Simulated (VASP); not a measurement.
CdS, 4 atoms in the cell. Symmetry: P6_3mc, No. 186, hexagonal system. The conventional cell has a = 4.191 Å, b = 4.191 Å, c = 6.568 Å, α = 90.00°, β = 90.00°, γ = 120.00°. Within 3.3 Å of Cd (site symmetry 3m) lie 4 S at 2.53 to 2.54 Å. S (site symmetry 3m) has 4 Cd at 2.53 to 2.54 Å within 3.3 Å.  This cell differs from its parent crystal: ratio of the length along z to the lengths across it x 0.96, volume and fractional coordinates fixed.

* Program: VASP 6.6.1
* Task: single point
* Functional: r2SCAN
* Potentials or basis: VASP PAW PBE potentials, release 64 (Cd, S)
* Cutoff: 520 eV
* k mesh: 12 × 12 × 6
* Occupations: gaussian, width 0.05 eV
* Spin: no spin polarisation
* Dipole correction: no
* Further INCAR settings: ALGO = Normal; EDIFF = 1e-06; NBANDS = 26

Potentials or basis: VASP PAW PBE potentials, release 64 (Cd, S).

Run with:

```console
$ cat potpaw_PBE.64/Cd/POTCAR potpaw_PBE.64/S/POTCAR > POTCAR
$ cp INCAR.step1 INCAR
$ mpirun -np 1 vasp_std > vasp.out
$ cp INCAR.step2 INCAR
$ mpirun -np 1 vasp_std > vasp.out
```

Hardware: 1 thread of Intel(R) Xeon(R) 6975P-C (Granite Rapids), with other jobs on the host.

Question: Estimate the wall time of this run.

Answer: Wall time 5.1 min on 1 thread of Intel(R) Xeon(R) 6975P-C (Granite Rapids), on a shared host, peak memory 0.34 GiB. Counts: k points 76.
